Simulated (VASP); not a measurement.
# TiSi (Pm-3m) in VASP: a series of runs

Runs on TiSi. Level: PBEsol. Tasks: single point, relaxation of cell and atoms.

All numbers are computed with VASP 6.6.1; they aren't measurements. Logs are shortened: lines on timing, memory, paths and dates and some standing lists are left out, and cuts for length are marked.

## 1. The cell of the first run

It takes space group Pm-3m (No. 221, cubic). The conventional cell has a = 3.080 Å, b = 3.080 Å, c = 3.080 Å, α = 90.00°, β = 90.00°, γ = 90.00°. Within 3.5 Å of Ti (site symmetry m-3m) lie 8 Si at 2.67 Å and 6 Ti at 3.08 Å. Within 3.5 Å of Si (site symmetry m-3m) lie 8 Ti at 2.67 Å and 6 Si at 3.08 Å.

## 2. Single point, PBEsol

The input, INCAR:

```
SYSTEM = TiSi
PREC     = Accurate       ! precision mode
ENCUT    = 520            ! plane-wave cutoff, eV
EDIFF    = 1E-6           ! SCF threshold, eV
ISMEAR   = 0              ! smearing method
SIGMA    = 0.1            ! smearing width, eV
LREAL    = .FALSE.        ! projectors in reciprocal space
LASPH    = .TRUE.         ! aspherical terms in the spheres
NELM     = 80             ! most SCF steps
ALGO     = Normal         ! electronic algorithm
ISIF     = 2              ! what is computed and relaxed
LWAVE    = .FALSE.        ! write WAVECAR
LCHARG   = .FALSE.        ! write CHGCAR
GGA      = PS             ! functional
NBANDS   = 24             ! bands
```

The input, KPOINTS:

```
Automatic mesh
0
G
  12 12 12
  0 0 0
```

The input, POSCAR:

```
TiSi
1.0
    0.0000000000     -3.0799029037      3.0799029037
    3.0799029037     -3.0799029037      0.0000000000
    3.0799029037      0.0000000000      3.0799029037
Ti Si
2 2
Direct
    0.0000000000      0.0000000000      0.0000000000
    0.5000000000      0.5000000000      0.5000000000
    0.2500000000      0.2500000000      0.2500000000
    0.7500000000      0.7500000000      0.7500000000
```

Potentials or basis: VASP PAW PBE potentials, release 64 (Ti_sv, Si).

Command:

```console
> cat potpaw_PBE.64/Ti_sv/POTCAR potpaw_PBE.64/Si/POTCAR > POTCAR
> mpirun -np 1 vasp_std > vasp.out
```

OUTCAR:

```text
SYSTEM = TiSi
   PREC = Accurate
   ENCUT = 520
   EDIFF = 1E-6
   ISMEAR = 0
   LREAL = .FALSE.
   LASPH = .TRUE.
   NELM = 80
   ISIF = 2
   GGA = PS

 ion  position               nearest neighbor table
   1  0.000  0.000  0.000-   4 2.67   4 2.67   4 2.67   3 2.67   4 2.67   3 2.67   3 2.67   3 2.67

   2  0.500  0.500  0.500-   3 2.67   3 2.67   3 2.67   3 2.67   4 2.67   4 2.67   4 2.67   4 2.67

   3  0.250  0.250  0.250-   1 2.67   1 2.67   1 2.67   1 2.67   2 2.67   2 2.67   2 2.67   2 2.67
                             4 3.08   4 3.08   4 3.08   4 3.08   4 3.08   4 3.08
   4  0.750  0.750  0.750-   2 2.67   2 2.67   2 2.67   1 2.67   2 2.67   1 2.67   1 2.67   1 2.67
                             3 3.08   3 3.08   3 3.08   3 3.08   3 3.08   3 3.08

  LATTYP: Found a face centered cubic cell.
 ALAT       =     6.1598058074

  Lattice vectors:

 A1 = (   0.0000000000,  -3.0799029037,   3.0799029037)
 A2 = (   3.0799029037,  -3.0799029037,   0.0000000000)
 A3 = (   3.0799029037,   0.0000000000,   3.0799029037)

Analysis of symmetry for initial positions (statically):
=====================================================================
 Subroutine PRICEL returns following result:

  LATTYP: Found a simple cubic cell.
 ALAT       =     3.0799029037

  Lattice vectors:

 A1 = (  -3.0799029037,   0.0000000000,   0.0000000000)
 A2 = (   0.0000000000,  -3.0799029037,   0.0000000000)
 A3 = (   0.0000000000,   0.0000000000,   3.0799029037)

   2 primitive cells build up your supercell.

 Routine SETGRP: Setting up the symmetry group for a
 face centered cubic supercell.

 Subroutine GETGRP returns: Found 48 space group operations
 (whereof 48 operations were pure point group operations)
 out of a pool of 48 trial point group operations.

The static configuration has the point symmetry O_h .

Analysis of symmetry for dynamics (positions and initial velocities):
=====================================================================
 Subroutine PRICEL returns following result:

  LATTYP: Found a simple cubic cell.
 ALAT       =     3.0799029037

  Lattice vectors:

 A1 = (  -3.0799029037,   0.0000000000,   0.0000000000)
 A2 = (   0.0000000000,  -3.0799029037,   0.0000000000)
 A3 = (   0.0000000000,   0.0000000000,   3.0799029037)

   2 primitive cells build up your supercell.

 Routine SETGRP: Setting up the symmetry group for a
 face centered cubic supercell.

 Subroutine GETGRP returns: Found 48 space group operations
 (whereof 48 operations were pure point group operations)
 out of a pool of 48 trial point group operations.

The dynamic configuration has the point symmetry O_h .

 Subroutine INISYM returns: Found 48 space group operations
 (whereof 48 operations are pure point group operations),
 and found     2 'primitive' translations

----------------------------------------------------------------------------------------

                                     Primitive cell

  volume of cell :      29.2153

  direct lattice vectors                    reciprocal lattice vectors
    -3.079902904  0.000000000  0.000000000    -0.324685560  0.000000000  0.000000000
     0.000000000 -3.079902904  0.000000000     0.000000000 -0.324685560  0.000000000
     0.000000000  0.000000000  3.079902904     0.000000000  0.000000000  0.324685560

  length of vectors
     3.079902904  3.079902904  3.079902904     0.324685560  0.324685560  0.324685560

  position of ions in fractional coordinates (direct lattice)
     0.000000000  0.000000000  0.000000000
     0.500000000  0.500000000  0.500000000

  ion indices of the primitive-cell ions
   primitive index   ion index
                 1           1
                 2           3

----------------------------------------------------------------------------------------

 KPOINTS: Automatic mesh

Automatic generation of k-mesh.
 Grid dimensions read from file:
 generate k-points for:   12   12   12

 Generating k-lattice:

  Cartesian coordinates                     Fractional coordinates (reciprocal lattice)
    -0.013528565 -0.013528565  0.013528565     0.083333333  0.000000000  0.000000000
     0.013528565 -0.013528565 -0.013528565     0.000000000  0.083333333  0.000000000
     0.013528565  0.013528565  0.013528565     0.000000000  0.000000000  0.083333333

  Length of vectors
     0.023432162  0.023432162  0.023432162

  Shift w.r.t. Gamma in fractional coordinates (k-lattice)
     0.000000000  0.000000000  0.000000000

 Subroutine IBZKPT returns following result:
 ===========================================

 Found     72 irreducible k-points:

 Following reciprocal coordinates:
            Coordinates               Weight
  0.000000  0.000000  0.000000      1.000000
  0.083333  0.000000  0.000000      8.000000
  0.166667  0.000000  0.000000      8.000000
  0.250000  0.000000  0.000000      8.000000
  0.333333  0.000000  0.000000      8.000000
  0.416667  0.000000  0.000000      8.000000
[... 16 lines left out ...]
  0.500000  0.166667  0.000000     24.000000
 -0.416667  0.166667  0.000000     24.000000
 [... further k-points ...]
   k-points           NKPTS =     72   k-points in BZ     NKDIM =     72   number of bands    NBANDS=     24
   number of dos      NEDOS =    301   number of ions     NIONS =      4
   total plane-waves  NPLWV =  32768
   dimension x,y,z NGX =    32 NGY =   32 NGZ =   32
   dimension x,y,z NGXF=    64 NGYF=   64 NGZF=   64
   ions per type =               2   2
   NGX,Y,Z   is equivalent  to a cutoff of  12.21, 12.21, 12.21 a.u.
   NGXF,Y,Z  is equivalent  to a cutoff of  24.43, 24.43, 24.43 a.u.
 SYSTEM =  TiSi
   PREC   = accura    normal or accurate (medium, high low for compatibility)
   ISTART =      0    job   : 0-new  1-cont  2-samecut
   ICHARG =      2    charge: 1-file 2-atom 10-const
   ISPIN  =      1    spin polarized calculation?
   LNONCOLLINEAR =      F non collinear calculations
   LSORBIT =      F    spin-orbit coupling
   LASPH  =      T    aspherical Exc in radial PAW
   ENCUT  =  520.0 eV  38.22 Ry    6.18 a.u.   8.10  8.10  8.10*2*pi/ulx,y,z
   NELM   =     80;   NELMIN=  2; NELMDL= -5     # of ELM steps
   EDIFF  = 0.1E-05   stopping-criterion for ELM
   LREAL  =      F    real-space projection
   EDIFFG = 0.1E-04   stopping-criterion for IOM
   NSW    =      0    number of steps for IOM
   IBRION =     -1    ionic relax: 0-MD 1-quasi-New 2-CG
   NFREE  =      0    steps in history (QN), initial steepest desc. (CG)
   ISIF   =      2    stress and relaxation
   ISYM   =      2    0-nonsym 1-usesym 2-fastsym
   POTIM  = 0.5000    time-step for ionic-motion
   TEBEG  =    0.0;   TEEND  =   0.0 temperature during run
   PSTRESS=    0.0 pullay stress
   NELECT =      32.0000    total number of electrons
   NUPDOWN=      -1.0000    fix difference up-down
   EMIN   =  10.00;   EMAX   =-10.00  energy-range for DOS
   EFERMI =   0.00;   METHOD = LEGACY
   ISMEAR =     0;   SIGMA  =   0.10  broadening in eV -4-tet -1-fermi 0-gaus
   EFERMI_NEDOS =   21; number of points for ismear=-14 and -15
   IALGO  =     38    algorithm
   IMIX   =      4    mixing-type and parameters
     AMIX     =   0.40;   BMIX     =  1.00
     AMIX_MAG =   1.60;   BMIX_MAG =  1.00
  volume/ion in A,a.u.               =      14.61        98.58
  Fermi-wavevector in a.u.,A,eV,Ry     =   1.339403  2.531104 24.408842  1.793999
  Thomas-Fermi vector in A             =   2.467797
   LORBIT       =      0    0 simple, 1 ext, 2 COOP (PROOUT), +10 PAW based schemes
   GGA     = PS    functional components
   LHFCALC =     F    Hartree Fock is set to
   AEXX    =    0.0000 exact exchange contribution
   IVDW    =     0    specifies the selected vdW correction
   LEPSILON=     F    determine dielectric tensor
   LRPA    =     F    only Hartree local field effects (RPA)
 non-spin polarized calculation
 Gauss-broadening in eV      SIGMA  =   0.10
  energy-cutoff  :      520.00
  volume of cell :       58.43
 maximum number of plane-waves:      1592
   NGX = 17   NGY = 17   NGZ = 17

 number of electron      31.9999988 magnetization

 Free energy of the ion-electron system (eV)
  ---------------------------------------------------
  ext. energy  EPLUGINS =         0.00000000
  ---------------------------------------------------
  free energy    TOTEN  =       -29.59241616 eV

  energy without entropy =      -29.56254322  energy(sigma->0) =      -29.57747969

 E-fermi :  10.0003     XC(G=0): -11.8477

 val. band max:        9.9903332904   @ k =   0.2500   0.0000   0.0000
 cond. band min:      10.0039103933   @ k =  -0.2500   0.2500   0.0833
 fundamental gap:      0.0135771029
 Fermi energy:        10.0002997694

 k-point     1 :       0.0000    0.0000    0.0000
  band No.  band energies     occupation
      1     -46.3645      2.00000
      2     -46.2968      2.00000
      3     -22.8295      2.00000
      4     -22.8295      2.00000
      5     -22.8295      2.00000
      6     -22.6535      2.00000
[... 16 lines left out ...]
     23      13.0009      0.00000
     24      13.0009      0.00000

 k-point     2 :       0.0833    0.0000    0.0000
  band No.  band energies     occupation
      1     -46.3633      2.00000
      2     -46.2979      2.00000
      3     -22.8273      2.00000
      4     -22.8267      2.00000
      5     -22.8267      2.00000
      6     -22.6577      2.00000
[... 16 lines left out ...]
     23      12.8275      0.00000
     24      13.0630      0.00000

 k-point     3 :       0.1667    0.0000    0.0000
  band No.  band energies     occupation
      1     -46.3598      2.00000
      2     -46.3012      2.00000
      3     -22.8211      2.00000
      4     -22.8185      2.00000
      5     -22.8185      2.00000
      6     -22.6698      2.00000
[... 16 lines left out ...]
     23      13.1967      0.00000
     24      13.5593      0.00000
[... 514 lines left out ...]
 k-point    23 :       0.5000    0.1667    0.0000
  band No.  band energies     occupation
      1     -46.3357      2.00000
      2     -46.3244      2.00000
      3     -22.8246      2.00000
      4     -22.8104      2.00000
      5     -22.8035      2.00000
      6     -22.6925      2.00000
[... 16 lines left out ...]
     23      13.4809      0.00000
     24      14.4503      0.00000

 k-point    24 :      -0.4167    0.1667    0.0000
  band No.  band energies     occupation
      1     -46.3322      2.00000
      2     -46.3279      2.00000
      3     -22.8406      2.00000
      4     -22.7906      2.00000
      5     -22.7817      2.00000
      6     -22.7153      2.00000
[... 16 lines left out ...]
     23      13.8268      0.00000
     24      13.8301      0.00000

 [... further k-points ...]
[... 5 lines left out ...]
  --------------------------------------------------------------------------------------
  -------------------------------------------------------------------------------------
  Total        0.0247617      0.0247617      0.0247617      0.0000000      0.0000000      0.0000000
  in kB        0.6789680      0.6789680      0.6789680      0.0000000      0.0000000      0.0000000
  external PRESSURE =       0.6789680 kB  Pullay stress =       0.0000000 kB

 VOLUME and BASIS-vectors are now :
 -----------------------------------------------------------------------------
  energy-cutoff  :      520.00
  volume of cell :       58.43
      direct lattice vectors                 reciprocal lattice vectors
     0.000000000 -3.079902904  3.079902904    -0.162342780 -0.162342780  0.162342780
     3.079902904 -3.079902904  0.000000000     0.162342780 -0.162342780 -0.162342780
     3.079902904  0.000000000  3.079902904     0.162342780  0.162342780  0.162342780

 POSITION                                       TOTAL-FORCE (eV/Angst)
 -----------------------------------------------------------------------------------
      0.00000      0.00000      0.00000         0.000000     -0.000000      0.000000
      3.07990     -3.07990      3.07990        -0.000000     -0.000000     -0.000000
      1.53995     -1.53995      1.53995         0.000000      0.000000      0.000000
      4.61985     -4.61985      4.61985        -0.000000      0.000000     -0.000000
 -----------------------------------------------------------------------------------
    total drift:                                0.000000     -0.000000     -0.000000

  FREE ENERGIE OF THE ION-ELECTRON SYSTEM (eV)
  ---------------------------------------------------
  free  energy   TOTEN  =       -29.5924161573 eV

  energy  without entropy=      -29.5625432239  energy(sigma->0) =      -29.57747969
```

Run time: 63 s. Hardware: 1 thread of Intel Xeon Platinum 8259CL at 2.50GHz (Skylake/Cascade Lake), shared host; peak memory 0.23 GiB.

What came out:

| Item | Value |
| --- | --- |
| Free energy | -29.5924 eV |
| Pressure | 0.1 GPa |
| Band gap on the k mesh | zero (band 16 reaches 12.09 eV, above the bottom of band 17 at 9.63 eV) |

Levels at points of the mesh, in eV from the Fermi level:
| k point | band 14 | band 15 | band 16 | band 17 | band 18 | band 19 |
| --- | --- | --- | --- | --- | --- | --- |
| (0.00, 0.00, 0.00) | -1.63 | -1.63 | 2.09 | 2.09 | 2.09 | 2.60 |
| (0.50, 0.00, 0.00) | -2.76 | -1.15 | -1.15 | 0.59 | 0.59 | 0.59 |
| (0.50, 0.50, 0.00) | -1.58 | -0.52 | -0.37 | -0.37 | 0.77 | 0.77 |

Caveat: the PAW data sets were made with another functional, which shifts forces and pressure a little.

## 3. Relaxation of cell and atoms, PBEsol

This run uses another cell than the first one, of 15.36 Å³/atom, 1.052 times its volume.

The input, INCAR:

```
SYSTEM = TiSi
PREC = Accurate
ENCUT = 600
EDIFF = 1E-6
ISMEAR = 0
SIGMA = 0.1
LREAL = .False.
LASPH = .True.
NELM = 60
ALGO = Normal
ISIF = 3
LWAVE = .False.
LCHARG = .False.
GGA = PS
IBRION = 2
NSW = 80
EDIFFG = -0.015
```

The input, KPOINTS:

```
Automatic mesh
0
Gamma
  12 12 12
  0 0 0
```

The input, POSCAR:

```
TiSi
1.0
    0.0000000000     -3.1321778878      3.1321778878
    3.1321778878     -3.1321778878      0.0000000000
    3.1321778878      0.0000000000      3.1321778878
Ti Si
2 2
Direct
    0.0000000000      0.0000000000      0.0000000000
    0.5000000000      0.5000000000      0.5000000000
    0.2500000000      0.2500000000      0.2500000000
    0.7500000000      0.7500000000      0.7500000000
```

Potentials or basis: VASP PAW PBE potentials, release 64 (Ti_sv, Si).

Command:

```console
> cat potpaw_PBE.64/Ti_sv/POTCAR potpaw_PBE.64/Si/POTCAR > POTCAR
> mpirun -np 1 vasp_std > vasp.out
```

Run time: 4.1 min. Hardware: 1 thread of Intel Xeon Platinum 8375C at 2.90GHz (Ice Lake), shared host; peak memory 0.28 GiB.

Results (log left out):

```yaml
Free_energy: -29.5937 eV
Relaxed_volume: 14.61 Å³/atom
Relaxed_cell: a = 4.356 Å, b = 4.356 Å, c = 4.356 Å, α = 60.00°, β = 60.00°, γ = 60.00°
Space_group_after_relaxing_to_0.05_Å: Pm-3m (No. 221)
Energy_gained_by_relaxing: 15.2 meV/atom
Ionic_steps: 3
Pressure_after_relaxing: 0.0 GPa
Band_gap_on_the_k_mesh: zero (band 16 reaches 12.09 eV, above the bottom of band 17 at 9.62 eV)
```

The path:
```tsv
step	energy change (eV)	largest force (eV/Å)	pressure (GPa)	volume (Å³)
1	0.0000	0.0000	-6.17	61.46
2	-0.0266	0.0000	5.32	56.34
3	-0.0606	0.0000	-0.02	58.45
```

Final structure:
```cif
data_structure
_symmetry_space_group_name_H-M 'P 1'
_symmetry_Int_Tables_number 1
_cell_length_a 4.3562
_cell_length_b 4.3562
_cell_length_c 4.3562
_cell_angle_alpha 60.000
_cell_angle_beta 60.000
_cell_angle_gamma 60.000
_cell_volume 58.45
loop_
_atom_site_label
_atom_site_type_symbol
_atom_site_fract_x
_atom_site_fract_y
_atom_site_fract_z
_atom_site_occupancy
Ti1 Ti 0.00000 0.00000 0.00000 1
Ti2 Ti 0.50000 0.50000 0.50000 1
Si1 Si 0.25000 0.25000 0.25000 1
Si2 Si 0.75000 0.75000 0.75000 1
```

Levels at points of the mesh, in eV from the Fermi level:
```csv
k point,band 14,band 15,band 16,band 17,band 18,band 19
"(0.00, 0.00, 0.00)",-1.63,-1.63,2.09,2.09,2.09,2.60
"(0.50, 0.00, 0.00)",-2.76,-1.15,-1.15,0.59,0.59,0.59
"(0.50, 0.50, 0.00)",-1.58,-0.52,-0.37,-0.37,0.77,0.77
```

Caveat: the PAW data sets were made with another functional, which shifts forces and pressure a little.
